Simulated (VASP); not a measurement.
**Ag: single point with r2SCAN**

The system is Ag.

```xyz
4
Lattice="2.9990 0.0000 0.0000 -1.4995 2.5972 0.0000 0.0000 0.0000 9.7726" Properties=species:S:1:pos:R:3 pbc="T T T"
Ag    0.0000    1.7315    2.4431
Ag    1.4995    0.8657    7.3294
Ag    0.0000    0.0000    0.0000
Ag    0.0000    0.0000    4.8863
```

This isn't the form of Ag at room conditions, which is fcc.

* Program: VASP 6.6.1
* Task: single point
* Functional: r2SCAN
* Potentials or basis: VASP PAW PBE potentials, release 64 (Ag)
* Cutoff: 520 eV
* k mesh: 18 × 18 × 4
* Occupations: gaussian, width 0.1 eV
* Spin: no spin polarisation
* Dipole correction: no
* Further INCAR settings: ALGO = Normal; EDIFF = 1e-07; NBANDS = 30

- Pressure: -7.4 GPa
- Band gap on the k mesh: zero (bands 22 and 23 overlap by 6.58 eV)

Stress tensor (GPa, compression positive):
```
-7.46  0.00  0.00
 0.00 -7.46  0.00
 0.00  0.00 -7.33
```

Levels at points of the mesh, in eV from the Fermi level:
| k point | band 19 | band 20 | band 21 | band 22 | band 23 | band 24 | band 25 | band 26 |
| --- | --- | --- | --- | --- | --- | --- | --- | --- |
| (0.00, 0.00, 0.00) | -3.85 | -3.66 | -3.66 | -3.33 | -3.33 | -0.07 | 3.09 | 10.70 |
| (0.50, 0.00, 0.00) | -3.17 | -3.14 | 0.02 | 0.87 | 0.95 | 1.46 | 3.81 | 3.90 |
| (0.00, 0.00, 0.50) | -3.47 | -3.47 | -3.47 | -3.47 | -2.25 | -2.25 | 6.07 | 6.07 |
| (0.50, 0.00, 0.50) | -3.18 | -3.18 | 0.33 | 0.33 | 1.31 | 1.31 | 4.39 | 4.39 |

Run time: 7.4 min on 1 thread of Intel(R) Xeon(R) 6975P-C (Granite Rapids) (shared host), peak memory 0.33 GiB.

Caveat: the cell stands under tension; the PAW data sets were made with another functional, which shifts forces and pressure a little.
